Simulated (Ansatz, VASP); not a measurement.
# Tl in VASP and in Ansatz

Contents of INCAR:

```
SYSTEM = Tl
PREC = Accurate
ENCUT = 520
EDIFF = 1E-7
ISMEAR = 0
SIGMA = 0.15
LREAL = .False.
LASPH = .True.
NELM = 80
ALGO = Fast
ISIF = 2
LWAVE = .False.
LCHARG = .False.
GGA = PE
NBANDS = 20
```

Contents of KPOINTS:

```
Automatic mesh
0
Gamma
  18 18 10
  0 0 0
```

The input POSCAR:

```
Tl
1.0
    3.7324782250      0.0000000000      0.0000000000
   -1.8662391125      3.2324209619      0.0000000000
    0.0000000000      0.0000000000      5.5250000000
Tl
2
Direct
    0.3333333333      0.6666666667      0.2500000000
    0.6666666667      0.3333333333      0.7500000000
```

Input for Ansatz:

```yaml
crystal:
  lattice:
    - [3.732478225, 0.0, 0.0]
    - [-1.8662391125, 3.2324209619, 0.0]
    - [0.0, 0.0, 5.525]
  atoms:
    - { symbol: Tl, position: [0.3333333333, 0.6666666667, 0.25] }
    - { symbol: Tl, position: [0.6666666667, 0.3333333333, 0.75] }
basis:
  ecutwfc: 420
kpoints:
  mp_grid: { grid: [18, 18, 10] }
hamiltonian:
  xc: pbe
scf:
  occupations: { method: gaussian, width: 0.15 }
output:
  forces: true
  stress: true
  eigenvalues: true
```

Change from the starting cell: strain +0.080 along x and y, +0.000 along z, atoms carried along.

Alike in both runs: task single point; functional PBE; k mesh 18 × 18 × 10; occupations gaussian, width 0.15 eV; no spin polarisation.

```csv
,VASP,Ansatz
version,VASP 6.6.1,Ansatz 0.2.0
potentials or method,"VASP PAW PBE potentials, release 64 (Tl_d), cutoff 520 eV","scalar-relativistic, plane waves, PAW"
valence electrons in the cell,26,26
```

```tsv
	VASP	Ansatz	Ansatz less VASP
gap on the k mesh at the Fermi level (eV)	none	none	-
pressure (GPa)	-1.2	-1.1	+0.05
traceless stress, the component that is largest in VASP (GPa)	0.63	0.63	+0.001
```

A gap of «none» marks a metal or a gap that the smearing closes. With one functional, cell and mesh, what is left measures potentials, basis and numerics.

Spin-orbit coupling is off throughout.
